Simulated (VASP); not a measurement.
A run of VASP 6.6.1 is set up as follows.

The input INCAR:

```
SYSTEM = Al4BSbP2
PREC = Accurate
ENCUT = 520
EDIFF = 1E-6
ISMEAR = 0
SIGMA = 0.1
LREAL = .False.
LASPH = .True.
NELM = 60
ALGO = Normal
ISIF = 2
LWAVE = .False.
LCHARG = .False.
GGA = PE
NBANDS = 25
```

KPOINTS

```
regular mesh
0
Gamma
  12 12 4
  0 0 0
```

File POSCAR:

```
Al4BSbP2
1.0
    3.8267418052      0.0000000000      0.0000000000
   -1.9133709026      3.3140556170      0.0000000000
    0.0000000000      0.0000000000     13.5249133880
Al B Sb P
4 1 1 2
Direct
    0.3333333333      0.6666666667      0.4724887001
    0.3333333333      0.6666666667      0.0251054248
    0.6666666667      0.3333333333      0.2355553476
    0.6666666667      0.3333333333      0.7848567441
    0.3333333333      0.6666666667      0.1822618657
    0.3333333333      0.6666666667      0.6767257393
    0.6666666667      0.3333333333      0.4175313883
    0.6666666667      0.3333333333      0.9554747900
```

Potentials or basis: VASP PAW PBE potentials, release 64 (Al, B, Sb, P).

Run with:

```bash
$ cat potpaw_PBE.64/Al/POTCAR potpaw_PBE.64/B/POTCAR potpaw_PBE.64/Sb/POTCAR potpaw_PBE.64/P/POTCAR > POTCAR
$ mpirun -np 1 vasp_std > vasp.out
```

Problem. Estimate the largest force.

Solution. 0.045 eV/Å.

Problem. Predict the band gap on the k mesh.

Solution. Zero (bands 15 and 16 overlap by 2.04 eV).

Problem. What does it give for the pressure?

Solution. 0.0 GPa.

Forces on the atoms (eV/Å):
```
Al   0.000  0.000 -0.020
Al   0.000  0.000 -0.003
Al   0.000  0.000  0.003
Al   0.000  0.000  0.045
B    0.000  0.000  0.001
Sb   0.000  0.000 -0.028
P    0.000  0.000  0.005
P    0.000  0.000 -0.002
```

Caveat: spin-orbit coupling is left out, which moves the levels of the heavy elements.
